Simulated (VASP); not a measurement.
# Ti (P6_3/mmc) in VASP: further runs

Aim: see how the results for Ti move with the level of theory and the settings. Levels: PBE, PBE+D4. Tasks: relaxation of cell and atoms, single point.

Everything below comes from runs of VASP 6.6.1. Logs are shortened: lines on timing, memory, paths and dates and some standing lists are left out, and cuts for length are marked.

## (1) The cell of the first run

It takes space group P6_3/mmc (No. 194, hexagonal). Conventional cell: a = 2.950 Å, b = 2.950 Å, c = 4.680 Å, α = 90.00°, β = 90.00°, γ = 120.00°. Within 3.8 Å of Ti (site symmetry -6m2) lie 12 Ti at 2.89 to 2.95 Å.

## (2) Relaxation of cell and atoms, PBE, target pressure 30 GPa, at which the enthalpy is minimised

Contents of INCAR:

```
SYSTEM = Ti
  PREC = Accurate
  ENCUT = 600
  EDIFF = 1E-6
  ISMEAR = -1
  SIGMA = 0.05
  LREAL = .False.
  LASPH = .True.
  NELM = 80
  ALGO = Fast
  ISIF = 3
  LWAVE = .False.
  LCHARG = .False.
  GGA = PE
  IBRION = 2
  NSW = 60
  EDIFFG = -0.01
  PSTRESS = 300.0
```

Contents of KPOINTS:

```
Automatic mesh
0
Gamma
  10 10 6
  0 0 0
```

Contents of POSCAR:

```
Ti
1.0
    2.9500000000      0.0000000000      0.0000000000
   -1.4750000000      2.5547749412      0.0000000000
    0.0000000000      0.0000000000      4.6800000000
Ti
2
Direct
    0.6666666667      0.3333333333      0.7500000000
    0.3333333333      0.6666666667      0.2500000000
```

Potentials or basis: VASP PAW PBE potentials, release 64 (Ti_sv).

Run with:

```sh
> cat potpaw_PBE.64/Ti_sv/POTCAR > POTCAR
> mpirun -np 1 vasp_std > vasp.out
```

OUTCAR:

```text
SYSTEM = Ti
   PREC = Accurate
   ENCUT = 600
   EDIFF = 1E-6
   ISMEAR = -1
   LREAL = .False.
   LASPH = .True.
   NELM = 80
   ISIF = 3
   GGA = PE
   IBRION = 2
   NSW = 60
   EDIFFG = -0.01
   PSTRESS = 300.0

 ion  position               nearest neighbor table
   1  0.667  0.333  0.750-   2 2.89   2 2.89   2 2.89   2 2.89   2 2.89   2 2.89
   2  0.333  0.667  0.250-   1 2.89   1 2.89   1 2.89   1 2.89   1 2.89   1 2.89

  LATTYP: Found a hexagonal cell.
 ALAT       =     2.9500000000
 C/A-ratio  =     1.5864406780

  Lattice vectors:

 A1 = (   2.9500000000,   0.0000000000,   0.0000000000)
 A2 = (  -1.4750000000,   2.5547749412,   0.0000000000)
 A3 = (   0.0000000000,   0.0000000000,   4.6800000000)

Analysis of symmetry for initial positions (statically):
=====================================================================
 Subroutine PRICEL returns:
 Original cell was already a primitive cell.

 Routine SETGRP: Setting up the symmetry group for a
 hexagonal supercell.

 Subroutine GETGRP returns: Found 24 space group operations
 (whereof 12 operations were pure point group operations)
 out of a pool of 24 trial point group operations.

The static configuration has the point symmetry D_3d.
 The point group associated with its full space group is D_6h.

Analysis of symmetry for dynamics (positions and initial velocities):
=====================================================================
 Subroutine PRICEL returns:
 Original cell was already a primitive cell.

 Routine SETGRP: Setting up the symmetry group for a
 hexagonal supercell.

 Subroutine GETGRP returns: Found 24 space group operations
 (whereof 12 operations were pure point group operations)
 out of a pool of 24 trial point group operations.

The dynamic configuration has the point symmetry D_3d.
 The point group associated with its full space group is D_6h.

 Subroutine INISYM returns: Found 24 space group operations
 (whereof 12 operations are pure point group operations),
 and found     1 'primitive' translations

----------------------------------------------------------------------------------------

                                     Primitive cell

  volume of cell :      35.2712

  direct lattice vectors                    reciprocal lattice vectors
     2.950000000  0.000000000  0.000000000     0.338983051  0.195711956  0.000000000
    -1.475000000  2.554774941  0.000000000     0.000000000  0.391423911  0.000000000
     0.000000000  0.000000000  4.680000000     0.000000000  0.000000000  0.213675214

  length of vectors
     2.950000000  2.950000000  4.680000000     0.391423911  0.391423911  0.213675214

  position of ions in fractional coordinates (direct lattice)
     0.666666667  0.333333333  0.750000000
     0.333333333  0.666666667  0.250000000

  ion indices of the primitive-cell ions
   primitive index   ion index
                 1           1
                 2           2

----------------------------------------------------------------------------------------

 KPOINTS: Automatic mesh

Automatic generation of k-mesh.
 Grid dimensions read from file:
 generate k-points for:   10   10    6

 Generating k-lattice:

  Cartesian coordinates                     Fractional coordinates (reciprocal lattice)
     0.033898305  0.019571196  0.000000000     0.100000000 -0.000000000  0.000000000
     0.000000000  0.039142391  0.000000000     0.000000000  0.100000000  0.000000000
     0.000000000  0.000000000  0.035612536     0.000000000  0.000000000  0.166666667

  Length of vectors
     0.039142391  0.039142391  0.035612536

  Shift w.r.t. Gamma in fractional coordinates (k-lattice)
     0.000000000  0.000000000  0.000000000

 Subroutine IBZKPT returns following result:
 ===========================================

 Found     56 irreducible k-points:

 Following reciprocal coordinates:
            Coordinates               Weight
  0.000000  0.000000  0.000000      1.000000
  0.100000  0.000000  0.000000      6.000000
  0.200000  0.000000  0.000000      6.000000
  0.300000  0.000000  0.000000      6.000000
  0.400000  0.000000  0.000000      6.000000
  0.500000  0.000000  0.000000      3.000000
[... 16 lines left out ...]
  0.300000  0.100000  0.166667     24.000000
  0.400000  0.100000  0.166667     24.000000
 [... further k-points ...]
   k-points           NKPTS =     56   k-points in BZ     NKDIM =     56   number of bands    NBANDS=     16
   number of dos      NEDOS =    301   number of ions     NIONS =      2
   total plane-waves  NPLWV =  23040
   dimension x,y,z NGX =    24 NGY =   24 NGZ =   40
   dimension x,y,z NGXF=    48 NGYF=   48 NGZF=   80
   ions per type =               2
   NGX,Y,Z   is equivalent  to a cutoff of  13.53, 13.53, 14.21 a.u.
   NGXF,Y,Z  is equivalent  to a cutoff of  27.05, 27.05, 28.42 a.u.
 SYSTEM =  Ti
   PREC   = accura    normal or accurate (medium, high low for compatibility)
   ISTART =      0    job   : 0-new  1-cont  2-samecut
   ICHARG =      2    charge: 1-file 2-atom 10-const
   ISPIN  =      1    spin polarized calculation?
   LNONCOLLINEAR =      F non collinear calculations
   LSORBIT =      F    spin-orbit coupling
   LASPH  =      T    aspherical Exc in radial PAW
   ENCUT  =  600.0 eV  44.10 Ry    6.64 a.u.   5.89  5.89  9.35*2*pi/ulx,y,z
   NELM   =     80;   NELMIN=  2; NELMDL= -5     # of ELM steps
   EDIFF  = 0.1E-05   stopping-criterion for ELM
   LREAL  =      F    real-space projection
   EDIFFG = -.1E-01   stopping-criterion for IOM
   NSW    =     60    number of steps for IOM
   IBRION =      2    ionic relax: 0-MD 1-quasi-New 2-CG
   NFREE  =      1    steps in history (QN), initial steepest desc. (CG)
   ISIF   =      3    stress and relaxation
   ISYM   =      2    0-nonsym 1-usesym 2-fastsym
   POTIM  = 0.5000    time-step for ionic-motion
   TEBEG  =    0.0;   TEEND  =   0.0 temperature during run
   PSTRESS=  300.0 pullay stress
   NELECT =      24.0000    total number of electrons
   NUPDOWN=      -1.0000    fix difference up-down
   EMIN   =  10.00;   EMAX   =-10.00  energy-range for DOS
   EFERMI =   0.00;   METHOD = LEGACY
   ISMEAR =    -1;   SIGMA  =   0.05  broadening in eV -4-tet -1-fermi 0-gaus
   EFERMI_NEDOS =   21; number of points for ismear=-14 and -15
   IALGO  =     68    algorithm
   IMIX   =      4    mixing-type and parameters
     AMIX     =   0.40;   BMIX     =  1.00
     AMIX_MAG =   1.60;   BMIX_MAG =  1.00
  volume/ion in A,a.u.               =      17.64       119.01
  Fermi-wavevector in a.u.,A,eV,Ry     =   1.439920  2.721055 28.209912  2.073370
  Thomas-Fermi vector in A             =   2.558722
   LORBIT       =      0    0 simple, 1 ext, 2 COOP (PROOUT), +10 PAW based schemes
   GGA     = PE    functional components
   LHFCALC =     F    Hartree Fock is set to
   AEXX    =    0.0000 exact exchange contribution
   IVDW    =     0    specifies the selected vdW correction
   LEPSILON=     F    determine dielectric tensor
   LRPA    =     F    only Hartree local field effects (RPA)
 conjugate gradient relaxation of ions
 non-spin polarized calculation
 RMM-DIIS sequential band-by-band and
  energy-cutoff  :      600.00
  volume of cell :       35.27
 maximum number of plane-waves:      1194
 NGX is ok and might be reduce to    24
   NGX = 11   NGY = 11   NGZ = 19

--------------------------------------- Ionic step        1  -------------------------------------------

 number of electron      23.9999997 magnetization

 Free energy of the ion-electron system (eV)
  ---------------------------------------------------
  ext. energy  EPLUGINS =         0.00000000
  ---------------------------------------------------
  free energy    TOTEN  =       -15.67531620 eV

  energy without entropy =      -15.65567036  energy(sigma->0) =      -15.66549328

 E-fermi :   8.1652     XC(G=0): -11.4260

 val. band max:        8.1581456661   @ k =   0.0000   0.0000   0.3333
 cond. band min:       8.1806676777   @ k =   0.3000   0.3000   0.3333
 fundamental gap:      0.0225220116
 Fermi energy:         8.1651786688

 k-point     1 :       0.0000    0.0000    0.0000
  band No.  band energies     occupation
      1     -48.7126      2.00000
      2     -48.5849      2.00000
      3     -25.2826      2.00000
      4     -24.6691      2.00000
      5     -24.6691      2.00000
      6     -24.6113      2.00000
[... 484 lines left out ...]
--------------------------------------- Ionic step        2  -------------------------------------------

 number of electron      24.0000000 magnetization

------------------------ aborting loop EDIFF was not reached (unconverged)  ----------------------------

  FORCE on cell =-STRESS in cart. coord.  units (eV):
  Direction    XX          YY          ZZ          XY          YZ          ZX
  --------------------------------------------------------------------------------------
  -------------------------------------------------------------------------------------
  Total       17.2070613     17.2070613     19.4048592      0.0000000      0.0000000      0.0000000
  in kB     1361.2086708   1361.2086708   1535.0711060      0.0000000      0.0000000      0.0000000
  external PRESSURE =    1119.1628159 kB  Pullay stress =     300.0000000 kB
[... 25 lines left out ...]
--------------------------------------- Ionic step        3  -------------------------------------------

 number of electron      23.9999996 magnetization

------------------------ aborting loop EDIFF was not reached (unconverged)  ----------------------------

  FORCE on cell =-STRESS in cart. coord.  units (eV):
  Direction    XX          YY          ZZ          XY          YZ          ZX
  --------------------------------------------------------------------------------------
  -------------------------------------------------------------------------------------
  Total        4.3632635      4.3632635      4.6377453     -0.0000000      0.0000000      0.0000000
  in kB      239.2393151    239.2393151    254.2892498     -0.0000000      0.0000000      0.0000000
  external PRESSURE =     -55.7440400 kB  Pullay stress =     300.0000000 kB
[... 21 lines left out ...]
  energy  without entropy=      -15.1453669783  energy(sigma->0) =      -15.15122516

  enthalpy is  TOTEN    =        -9.6856621880 eV   P V=        5.4714211581

[... ionic steps 4 to 12 ...]

--------------------------------------- Ionic step       13  -------------------------------------------

 number of electron      24.0000002 magnetization

------------------------ aborting loop because EDIFF is reached ----------------------------------------
[... 71 lines left out ...]
--------------------------------------- Ionic step       15  -------------------------------------------

 number of electron      24.0000002 magnetization

 Free energy of the ion-electron system (eV)
  ---------------------------------------------------
  ext. energy  EPLUGINS =         0.00000000
  ---------------------------------------------------
  free energy    TOTEN  =       -15.17882916 eV

  energy without entropy =      -15.16433598  energy(sigma->0) =      -15.17158257

 E-fermi :  10.5789     XC(G=0): -12.4523

 val. band max:       10.5787416377   @ k =   0.2000   0.2000   0.5000
 cond. band min:      10.6375446742   @ k =   0.3000   0.2000   0.5000
 fundamental gap:      0.0588030365
 Fermi energy:        10.5789416254

 k-point     1 :       0.0000    0.0000    0.0000
  band No.  band energies     occupation
      1     -46.0007      2.00000
      2     -45.7088      2.00000
      3     -22.8602      2.00000
      4     -21.7050      2.00000
      5     -21.7050      2.00000
      6     -21.5618      2.00000
[... 480 lines left out ...]
  energy  without entropy=      -15.1643359815  energy(sigma->0) =      -15.17158257

  enthalpy is  TOTEN    =        -9.8312300285 eV   P V=        5.3475991359

 reached required accuracy - stopping structural energy minimisation
```

It took 10 min on 1 thread of Intel Xeon Platinum 8259CL at 2.50GHz (Skylake/Cascade Lake), shared host; peak memory 0.2 GiB.

What came out:

- Free energy: -15.1788 eV
- Relaxed volume: 14.28 Å³/atom
- Relaxed cell: a = 2.748 Å, b = 2.748 Å, c = 4.367 Å, α = 90.00°, β = 90.00°, γ = 120.00°
- Space group after relaxing (to 0.05 Å): P6_3/mmc (No. 194)
- Energy change on relaxing (the enthalpy is what falls): +248.2 meV/atom
- Ionic steps: 15
- Pressure after relaxing: 30.0 GPa
- Band gap on the k mesh: zero (band 12 reaches 11.44 eV, above the bottom of band 13 at 10.38 eV)

Step by step:
| step | energy change (eV) | largest force (eV/Å) | pressure (GPa) | volume (Å³) |
| --- | --- | --- | --- | --- |
| 1 | 0.0000 | 0.0000 | -1.79 | 35.27 |
| 2 | 4.3971 | 0.0000 | 141.92 | 20.25 |
| 3 | 0.5182 | 0.0000 | 24.43 | 29.22 |
| 4 | 0.4982 | 0.0000 | 30.05 | 28.55 |
| 5 | 0.4750 | 0.0000 | 29.27 | 28.68 |
| 6 | 0.4759 | 0.0000 | 29.24 | 28.67 |
| 7 | 0.4770 | 0.0000 | 29.26 | 28.66 |
| 8 | 0.4794 | 0.0000 | 29.29 | 28.65 |
| 9 | 0.4867 | 0.0000 | 29.55 | 28.61 |
| 10 | 0.5014 | 0.0000 | 30.17 | 28.53 |
| 11 | 0.4973 | 0.0000 | 30.12 | 28.56 |
| 12 | 0.4902 | 0.0000 | 29.84 | 28.59 |
| 13 | 0.4943 | 0.0000 | 29.90 | 28.57 |
| 14 | 0.4957 | 0.0000 | 29.89 | 28.56 |
| 15 | 0.4965 | 0.0000 | 30.02 | 28.56 |

Final structure:
```cif
data_structure
_symmetry_space_group_name_H-M 'P 1'
_symmetry_Int_Tables_number 1
_cell_length_a 2.7480
_cell_length_b 2.7480
_cell_length_c 4.3669
_cell_angle_alpha 90.000
_cell_angle_beta 90.000
_cell_angle_gamma 120.000
_cell_volume 28.56
loop_
_atom_site_label
_atom_site_type_symbol
_atom_site_fract_x
_atom_site_fract_y
_atom_site_fract_z
_atom_site_occupancy
Ti1 Ti 0.66667 0.33333 0.75000 1
Ti2 Ti 0.33333 0.66667 0.25000 1
```

Levels at points of the mesh, in eV from the Fermi level:
```
           k point  band 8  band 9  band 10  band 11  band 12  band 13  band 14  band 15  band 16
(0.00, 0.00, 0.00)  -32.11   -6.61    -3.22     0.86     0.86     1.00     1.52     1.52     2.00
(0.50, 0.00, 0.00)  -32.24   -2.82    -2.60    -2.43    -0.31     0.50     0.81     1.47     4.25
(0.00, 0.00, 0.50)  -32.20   -4.48    -4.48     0.07     0.07     0.75     0.75     0.75     0.75
(0.50, 0.00, 0.50)  -32.40   -3.12    -3.12    -1.11    -1.11     1.99     1.99     2.13     2.13
```

Caveat: the cell is relaxed towards a set pressure, so the enthalpy falls and the energy may rise; the volume moved by over 15 % at a fixed basis, so the end points are rough.

## (3) Single point, PBE+D4

This run uses another cell than the first one, of 17.11 Å³/atom, 0.970 times its volume.

Contents of INCAR:

```
ALGO     = Normal         # electronic algorithm
EDIFF    = 1E-6           # SCF threshold, eV
ENCUT    = 520            # plane-wave cutoff, eV
GGA      = PE             # functional
ISIF     = 2              # what is computed and relaxed
ISMEAR   = -1             # smearing method
IVDW     = 13             # dispersion correction
LASPH    = True           # aspherical terms in the spheres
LCHARG   = False          # write CHGCAR
LREAL    = False          # projectors in reciprocal space
LWAVE    = False          # write WAVECAR
NBANDS   = 19             # bands
NELM     = 100            # most SCF steps
PREC     = Accurate       # precision mode
SIGMA    = 0.05           # smearing width, eV
```

Contents of KPOINTS:

```
k-points
0
Gamma
  10 10 6
```

Contents of POSCAR:

```
Ti
1.0
    2.9244475198      0.0000000000      0.0000000000
   -1.4622237599      2.5326458442      0.0000000000
    0.0000000000      0.0000000000      4.6202442824
Ti
2
Direct
    0.6666666667      0.3333333333      0.7500000000
    0.3333333333      0.6666666667      0.2500000000
```

Potentials or basis: VASP PAW PBE potentials, release 64 (Ti_sv).

Run with:

```sh
> cat potpaw_PBE.64/Ti_sv/POTCAR > POTCAR
> mpirun -np 1 vasp_std > vasp.out
```

Run time: 22 s. Hardware: 1 thread of Intel Xeon Platinum 8375C at 2.90GHz (Ice Lake), shared host; peak memory 0.17 GiB.

It converged, with:

| Quantity | Value |
| --- | --- |
| Free energy | -16.0855 eV |
| Pressure | -0.3 GPa |
| Band gap on the k mesh | zero (band 12 reaches 9.28 eV, above the bottom of band 13 at 8.27 eV) |
| Dispersion energy per atom | -0.205 eV |

Levels at points of the mesh, in eV from the Fermi level:
```
           k point  band 10  band 11  band 12  band 13  band 14  band 15
(0.00, 0.00, 0.00)    -2.72     0.79     0.79     0.84     0.92     1.30
(0.50, 0.00, 0.00)    -2.19    -1.87    -0.62     0.48     0.66     1.22
(0.00, 0.00, 0.50)    -4.35     0.10     0.10     0.69     0.69     0.69
(0.50, 0.00, 0.50)    -2.57    -0.82    -0.82     1.37     1.37     1.76
```

Caveat: pairwise dispersion overbinds metals, which lowers pressure and volume.
